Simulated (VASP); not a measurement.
# Li (Im-3m) in VASP: notebook, part 2 of 2

VASP 6.6.1. Earlier steps stand in the parts before.

## (3) Single point, LDA

This run uses another cell than the first one, of 19.06 Å³/atom, 1.003 times its volume.

INCAR

```
SYSTEM = Li
PREC = Accurate ; ENCUT = 520
EDIFF = 1E-7 ; ISMEAR = -1
SIGMA = 0.05 ; LREAL = .FALSE.
LASPH = .TRUE. ; NELM = 60
ALGO = Normal ; ISIF = 2
LWAVE = .FALSE. ; LCHARG = .TRUE.
LELF = .TRUE. ; LVHAR = .TRUE.
NBANDS = 10
```

KPOINTS

```
Automatic mesh
0
G
  7 7 7
  0 0 0
```

POSCAR

```
Li
1.0
    3.3652434680      0.0000000000      0.0000000000
    0.0000000000      3.3652434680      0.0000000000
    0.0000000000      0.0000000000      3.3652434680
Li
2
Direct
    0.0000000000      0.0000000000      0.0000000000
    0.5000000000      0.5000000000      0.5000000000
```

Potentials or basis: VASP PAW LDA potentials, release 64 (Li_sv).

Started as:

```bash
$ cat potpaw_LDA.64/Li_sv/POTCAR > POTCAR
$ mpirun -np 1 vasp_std > vasp.out
```

OUTCAR:

```text
SYSTEM = Li
   PREC = Accurate
   ENCUT = 520
   EDIFF = 1E-7
   ISMEAR = -1
   LREAL = .FALSE.
   LASPH = .TRUE.
   NELM = 60
   ISIF = 2

 ion  position               nearest neighbor table
   1  0.000  0.000  0.000-
   2  0.500  0.500  0.500-

  LATTYP: Found a simple cubic cell.
 ALAT       =     3.3652434680

  Lattice vectors:

 A1 = (   3.3652434680,   0.0000000000,   0.0000000000)
 A2 = (   0.0000000000,   3.3652434680,   0.0000000000)
 A3 = (   0.0000000000,   0.0000000000,   3.3652434680)

Analysis of symmetry for initial positions (statically):
=====================================================================
 Subroutine PRICEL returns following result:

  LATTYP: Found a body centered cubic cell.
 ALAT       =     3.3652434680

  Lattice vectors:

 A1 = (   1.6826217340,   1.6826217340,  -1.6826217340)
 A2 = (  -1.6826217340,   1.6826217340,   1.6826217340)
 A3 = (   1.6826217340,  -1.6826217340,   1.6826217340)

   2 primitive cells build up your supercell.

 Routine SETGRP: Setting up the symmetry group for a
 simple cubic supercell.

 Subroutine GETGRP returns: Found 48 space group operations
 (whereof 48 operations were pure point group operations)
 out of a pool of 48 trial point group operations.

The static configuration has the point symmetry O_h .

Analysis of symmetry for dynamics (positions and initial velocities):
=====================================================================
 Subroutine PRICEL returns following result:

  LATTYP: Found a body centered cubic cell.
 ALAT       =     3.3652434680

  Lattice vectors:

 A1 = (   1.6826217340,   1.6826217340,  -1.6826217340)
 A2 = (  -1.6826217340,   1.6826217340,   1.6826217340)
 A3 = (   1.6826217340,  -1.6826217340,   1.6826217340)

   2 primitive cells build up your supercell.

 Routine SETGRP: Setting up the symmetry group for a
 simple cubic supercell.

 Subroutine GETGRP returns: Found 48 space group operations
 (whereof 48 operations were pure point group operations)
 out of a pool of 48 trial point group operations.

The dynamic configuration has the point symmetry O_h .

 Subroutine INISYM returns: Found 48 space group operations
 (whereof 48 operations are pure point group operations),
 and found     2 'primitive' translations

----------------------------------------------------------------------------------------

                                     Primitive cell

  volume of cell :      19.0555

  direct lattice vectors                    reciprocal lattice vectors
     1.682621734  1.682621734 -1.682621734     0.297155320  0.297155320  0.000000000
    -1.682621734  1.682621734  1.682621734    -0.000000000  0.297155320  0.297155320
     1.682621734 -1.682621734  1.682621734     0.297155320  0.000000000  0.297155320

  length of vectors
     2.914386333  2.914386333  2.914386333     0.420241084  0.420241084  0.420241084

  position of ions in fractional coordinates (direct lattice)
     0.000000000  0.000000000  0.000000000

  ion indices of the primitive-cell ions
   primitive index   ion index
                 1           1

[... 27 lines left out ...]
            Coordinates               Weight
  0.000000  0.000000  0.000000      1.000000
  0.142857  0.000000  0.000000      6.000000
  0.285714  0.000000  0.000000      6.000000
  0.428571  0.000000  0.000000      6.000000
  0.142857  0.142857  0.000000     12.000000
  0.285714  0.142857  0.000000     24.000000
[... 12 lines left out ...]
  0.428571  0.428571  0.285714     24.000000
  0.428571  0.428571  0.428571      8.000000
   k-points           NKPTS =     20   k-points in BZ     NKDIM =     20   number of bands    NBANDS=     10
   number of dos      NEDOS =    301   number of ions     NIONS =      2
   total plane-waves  NPLWV =  21952
   dimension x,y,z NGX =    28 NGY =   28 NGZ =   28
   dimension x,y,z NGXF=    56 NGYF=   56 NGZF=   56
   ions per type =               2
   NGX,Y,Z   is equivalent  to a cutoff of  13.83, 13.83, 13.83 a.u.
   NGXF,Y,Z  is equivalent  to a cutoff of  27.66, 27.66, 27.66 a.u.
 SYSTEM =  Li
   PREC   = accura    normal or accurate (medium, high low for compatibility)
   ISTART =      0    job   : 0-new  1-cont  2-samecut
   ICHARG =      2    charge: 1-file 2-atom 10-const
   ISPIN  =      1    spin polarized calculation?
   LNONCOLLINEAR =      F non collinear calculations
   LSORBIT =      F    spin-orbit coupling
   LASPH  =      T    aspherical Exc in radial PAW
   ENCUT  =  520.0 eV  38.22 Ry    6.18 a.u.   6.26  6.26  6.26*2*pi/ulx,y,z
   NELM   =     60;   NELMIN=  2; NELMDL= -5     # of ELM steps
   EDIFF  = 0.1E-06   stopping-criterion for ELM
   LREAL  =      F    real-space projection
   EDIFFG = 0.1E-05   stopping-criterion for IOM
   NSW    =      0    number of steps for IOM
   IBRION =     -1    ionic relax: 0-MD 1-quasi-New 2-CG
   NFREE  =      0    steps in history (QN), initial steepest desc. (CG)
   ISIF   =      2    stress and relaxation
   ISYM   =      2    0-nonsym 1-usesym 2-fastsym
   POTIM  = 0.5000    time-step for ionic-motion
   TEBEG  =    0.0;   TEEND  =   0.0 temperature during run
   PSTRESS=    0.0 pullay stress
   NELECT =       6.0000    total number of electrons
   NUPDOWN=      -1.0000    fix difference up-down
   EMIN   =  10.00;   EMAX   =-10.00  energy-range for DOS
   EFERMI =   0.00;   METHOD = LEGACY
   ISMEAR =    -1;   SIGMA  =   0.05  broadening in eV -4-tet -1-fermi 0-gaus
   EFERMI_NEDOS =   21; number of points for ismear=-14 and -15
   IALGO  =     38    algorithm
   IMIX   =      4    mixing-type and parameters
     AMIX     =   0.40;   BMIX     =  1.00
     AMIX_MAG =   1.60;   BMIX_MAG =  1.00
  volume/ion in A,a.u.               =      19.06       128.59
  Fermi-wavevector in a.u.,A,eV,Ry     =   0.883979  1.670479 10.631856  0.781419
  Thomas-Fermi vector in A             =   2.004818
   LORBIT       =      0    0 simple, 1 ext, 2 COOP (PROOUT), +10 PAW based schemes
   GGA     = CA    functional components
   LHFCALC =     F    Hartree Fock is set to
   AEXX    =    0.0000 exact exchange contribution
   IVDW    =     0    specifies the selected vdW correction
   LEPSILON=     F    determine dielectric tensor
   LRPA    =     F    only Hartree local field effects (RPA)
 non-spin polarized calculation
  energy-cutoff  :      520.00
  volume of cell :       38.11
 maximum number of plane-waves:      1038
 NGX is ok and might be reduce to    28
   NGX = 13   NGY = 13   NGZ = 13

 number of electron       5.9999978 magnetization

 Free energy of the ion-electron system (eV)
  ---------------------------------------------------
  ext. energy  EPLUGINS =         0.00000000
  ---------------------------------------------------
  free energy    TOTEN  =        -4.07474626 eV

  energy without entropy =       -4.06339180  energy(sigma->0) =       -4.06906903

 E-fermi :   0.7501     XC(G=0):  -7.3017

 val. band max:        0.7275007214   @ k =   0.4286   0.4286   0.1429
 cond. band min:       0.7502886362   @ k =   0.4286   0.1429   0.1429
 fundamental gap:      0.0227879148
 Fermi energy:         0.7501092595

 k-point     1 :       0.0000    0.0000    0.0000
  band No.  band energies     occupation
      1     -44.7496      2.00000
      2     -44.7032      2.00000
      3      -2.7908      2.00000
      4       6.4341      0.00000
      5       6.4341      0.00000
      6       6.4341      0.00000
      7       8.9077      0.00000
      8       8.9077      0.00000
      9      15.4524      0.00000
     10      15.7694      0.00000
[... 235 lines left out ...]
 k-point    20 :       0.4286    0.4286    0.4286
  band No.  band energies     occupation
      1     -44.7203      2.00000
      2     -44.7198      2.00000
      3       2.4520      0.00000
      4       3.5256      0.00000
      5       3.5256      0.00000
      6       5.3833      0.00000
      7       5.3833      0.00000
      8       6.0318      0.00000
      9       9.9021      0.00000
     10       9.9993      0.00000

------------------------ aborting loop because EDIFF is reached ----------------------------------------

  FORCE on cell =-STRESS in cart. coord.  units (eV):
  Direction    XX          YY          ZZ          XY          YZ          ZX
  --------------------------------------------------------------------------------------
  -------------------------------------------------------------------------------------
  Total       -0.0181298     -0.0181298     -0.0181298      0.0000000      0.0000000      0.0000000
  in kB       -0.7621719     -0.7621719     -0.7621719      0.0000000      0.0000000      0.0000000
  external PRESSURE =      -0.7621719 kB  Pullay stress =       0.0000000 kB

 VOLUME and BASIS-vectors are now :
 -----------------------------------------------------------------------------
  energy-cutoff  :      520.00
  volume of cell :       38.11
      direct lattice vectors                 reciprocal lattice vectors
     3.365243468  0.000000000  0.000000000     0.297155320  0.000000000  0.000000000
     0.000000000  3.365243468  0.000000000     0.000000000  0.297155320  0.000000000
     0.000000000  0.000000000  3.365243468     0.000000000  0.000000000  0.297155320

 POSITION                                       TOTAL-FORCE (eV/Angst)
 -----------------------------------------------------------------------------------
      0.00000      0.00000      0.00000         0.000000     -0.000000      0.000000
      1.68262      1.68262      1.68262        -0.000000      0.000000     -0.000000
 -----------------------------------------------------------------------------------
    total drift:                                0.000000      0.000000      0.000000

  FREE ENERGIE OF THE ION-ELECTRON SYSTEM (eV)
  ---------------------------------------------------
  free  energy   TOTEN  =        -4.0747462622 eV

  energy  without entropy=       -4.0633918035  energy(sigma->0) =       -4.06906903
```

OSZICAR:

```text
N       E                     dE             d eps       ncg     rms          rms(c)
DAV:   1     0.112076722556E+02    0.11208E+02   -0.22998E+03   400   0.535E+02
DAV:   2    -0.262434614198E+01   -0.13832E+02   -0.13627E+02   554   0.988E+01
DAV:   3    -0.402959149071E+01   -0.14052E+01   -0.13818E+01   578   0.230E+01
DAV:   4    -0.407676563561E+01   -0.47174E-01   -0.47131E-01   558   0.417E+00
DAV:   5    -0.407713933242E+01   -0.37370E-03   -0.37369E-03   522   0.392E-01    0.274E-01
DAV:   6    -0.407548375665E+01    0.16556E-02   -0.84027E-04   740   0.142E-01    0.159E-01
DAV:   7    -0.407473997142E+01    0.74379E-03   -0.18789E-03   762   0.203E-01    0.452E-02
DAV:   8    -0.407474583608E+01   -0.58647E-05   -0.42945E-05   462   0.679E-02    0.280E-03
DAV:   9    -0.407474626696E+01   -0.43088E-06   -0.32722E-06   566   0.162E-02    0.129E-03
DAV:  10    -0.407474645870E+01   -0.19174E-06   -0.61174E-07   598   0.472E-03    0.412E-03
DAV:  11    -0.407474625940E+01    0.19930E-06   -0.25521E-07   428   0.321E-03    0.119E-04
DAV:  12    -0.407474626220E+01   -0.27944E-08   -0.33049E-08   280   0.153E-03
   1 F= -.40747463E+01 E0= -.40690690E+01  d E =-.113545E-01
```

It took 6.3 s on 1 thread of Intel Xeon Platinum 8259CL at 2.50GHz (Skylake/Cascade Lake), shared host; peak memory 0.13 GiB.

What came out:

- Free energy: -4.0747 eV
- Band gap on the k mesh: zero (band 3 reaches 2.45 eV, above the bottom of band 4 at 0.41 eV)

Levels at points of the mesh, in eV from the Fermi level:
```
           k point  band 1  band 2  band 3  band 4  band 5  band 6
(0.00, 0.00, 0.00)  -45.50  -45.45   -3.54    5.68    5.68    5.68
```

Caveat: the cutoff is under 1.25 times the usual one of these potentials, so pressure, stress and relaxed cells hold a basis-set (Pulay) error.

## (4) Relaxation of cell and atoms, LDA

INCAR

```
SYSTEM = Li
PREC = Accurate
ENCUT = 600
EDIFF = 1E-6
ISMEAR = -1
SIGMA = 0.05
LREAL = .False.
LASPH = .True.
NELM = 60
ALGO = Normal
ISIF = 3
LWAVE = .False.
LCHARG = .False.
GGA = CA
IBRION = 2
NSW = 80
EDIFFG = -0.03
```

KPOINTS

```
Automatic mesh
0
Gamma
  7 7 7
  0 0 0
```

POSCAR

```
Li
1.0
    3.3618698135      0.0000000000      0.0000000000
    0.0000000000      3.3618698135      0.0000000000
    0.0000000000      0.0000000000      3.3618698135
Li
2
Direct
    0.0000000000      0.0000000000      0.0000000000
    0.5000000000      0.5000000000      0.5000000000
```

Started as:

```bash
$ cat potpaw_LDA.64/Li_sv/POTCAR > POTCAR
$ mpirun -np 1 vasp_std > vasp.out
```

Wall time 5.6 s (1 thread of Intel Xeon Platinum 8259CL at 2.50GHz (Skylake/Cascade Lake), shared host); peak memory 0.13 GiB.

It converged, with:

- Free energy: -4.0741 eV
- Pressure after relaxing: -0.1 GPa
- Band gap on the k mesh: zero (band 3 reaches 2.46 eV, above the bottom of band 4 at 0.42 eV)

Final structure:
```cif
data_structure
_symmetry_space_group_name_H-M 'P 1'
_symmetry_Int_Tables_number 1
_cell_length_a 3.3619
_cell_length_b 3.3619
_cell_length_c 3.3619
_cell_angle_alpha 90.000
_cell_angle_beta 90.000
_cell_angle_gamma 90.000
_cell_volume 38.00
loop_
_atom_site_label
_atom_site_type_symbol
_atom_site_fract_x
_atom_site_fract_y
_atom_site_fract_z
_atom_site_occupancy
Li1 Li 0.00000 0.00000 0.00000 1
Li2 Li 0.50000 0.50000 0.50000 1
```

Levels at points of the mesh, in eV from the Fermi level:
```tsv
k point	band 1	band 2	band 3	band 4	band 5	band 6	band 7
(0.00, 0.00, 0.00)	-45.49	-45.44	-3.55	5.70	5.70	5.70	8.17
```

Caveat: the cutoff is under 1.25 times the usual one of these potentials, so pressure, stress and relaxed cells hold a basis-set (Pulay) error; the relaxation stopped at its first step, so nothing moved.

## (5) Relaxation of cell and atoms, LDA

This run uses another cell than the first one, of 21.62 Å³/atom, 1.138 times its volume.

INCAR

```
ALGO     = Normal         # electronic algorithm
EDIFF    = 1E-7           # SCF threshold, eV
EDIFFG   = -0.03          # ionic threshold
ENCUT    = 600            # plane-wave cutoff, eV
IBRION   = 2              # ionic algorithm
ISIF     = 3              # what is computed and relaxed
ISMEAR   = -1             # smearing method
LASPH    = True           # aspherical terms in the spheres
LCHARG   = False          # write CHGCAR
LREAL    = False          # projectors in reciprocal space
LWAVE    = False          # write WAVECAR
NELM     = 60             # most SCF steps
NSW      = 80             # ionic steps
PREC     = Accurate       # precision mode
SIGMA    = 0.05           # smearing width, eV
```

KPOINTS

```
k-points
0
Gamma
  6 6 6
```

POSCAR

```
Li
1.0
    3.5100000000      0.0000000000      0.0000000000
    0.0000000000      3.5100000000      0.0000000000
    0.0000000000      0.0000000000      3.5100000000
Li
2
Direct
    0.0000000000      0.0000000000      0.0000000000
    0.5000000000      0.5000000000      0.5000000000
```

Started as:

```bash
$ cat potpaw_LDA.64/Li_sv/POTCAR > POTCAR
$ mpirun -np 1 vasp_std > vasp.out
```

Wall time 14 s (1 thread of Intel Xeon Platinum 8259CL at 2.50GHz (Skylake/Cascade Lake), shared host); peak memory 0.13 GiB.

Results (log left out):

* Free energy: -4.1040 eV
* Relaxed volume: 18.64 Å³/atom
* Relaxed cell: a = 3.341 Å, b = 3.341 Å, c = 3.341 Å, α = 90.00°, β = 90.00°, γ = 90.00°
* Space group after relaxing (to 0.05 Å): Im-3m (No. 229)
* Energy gained by relaxing: 17.3 meV/atom
* Ionic steps: 4
* Pressure after relaxing: 0.1 GPa
* Band gap on the k mesh: zero (band 3 reaches 4.37 eV, above the bottom of band 4 at -0.30 eV)

The path:
| step | energy change (eV) | largest force (eV/Å) | pressure (GPa) | volume (Å³) |
| --- | --- | --- | --- | --- |
| 1 | 0.0000 | 0.0000 | -1.71 | 43.24 |
| 2 | -0.0139 | 0.0000 | -1.39 | 41.82 |
| 3 | -0.0328 | 0.0000 | -0.47 | 38.66 |
| 4 | -0.0346 | 0.0000 | 0.06 | 37.28 |

Final structure:
```
Li
1.0
     3.34050    0.00000    0.00000
     0.00000    3.34050    0.00000
     0.00000    0.00000    3.34050
Li
2
Direct
  0.00000 0.00000 0.00000
  0.50000 0.50000 0.50000
```

Levels at points of the mesh, in eV from the Fermi level:
```tsv
k point	band 1	band 2	band 3	band 4	band 5	band 6	band 7
(0.00, 0.00, 0.00)	-45.47	-45.42	-3.59	5.75	5.75	5.75	8.25
(0.50, 0.00, 0.00)	-45.45	-45.45	-1.13	-1.13	8.93	8.93	8.93
(0.50, 0.50, 0.00)	-45.44	-45.44	0.22	0.22	3.60	3.60	10.81
(0.50, 0.50, 0.50)	-45.44	-45.44	3.54	3.54	3.54	3.54	3.54
```

Caveat: the cutoff is under 1.25 times the usual one of these potentials, so pressure, stress and relaxed cells hold a basis-set (Pulay) error.

## (6) Summary

```tsv
task	cell	k mesh	cutoff (eV)	gap on the mesh (eV)	pressure (GPa)
single point	a = 3.362 Å, 2 atoms	6 × 6 × 6	520	none	-
single point	a = 3.365 Å, 2 atoms	7 × 7 × 7	520	none	-
relaxation of cell and atoms	relaxed from a = 3.362 Å, 2 atoms	7 × 7 × 7	600	none	-0.1
relaxation of cell and atoms	relaxed from a = 3.510 Å, 2 atoms	6 × 6 × 6	600	none	0.1
```

Alike in all rows: level LDA; potentials or basis VASP PAW LDA potentials, release 64 (Li_sv); no spin polarisation; smearing fermi-dirac 0.05 eV.

Caveats: the cutoff is under 1.25 times the usual one of these potentials, so pressure, stress and relaxed cells hold a basis-set (Pulay) error; the relaxation stopped at its first step, so nothing moved (some runs).

Absolute energies hang on the potentials; compare differences alone.
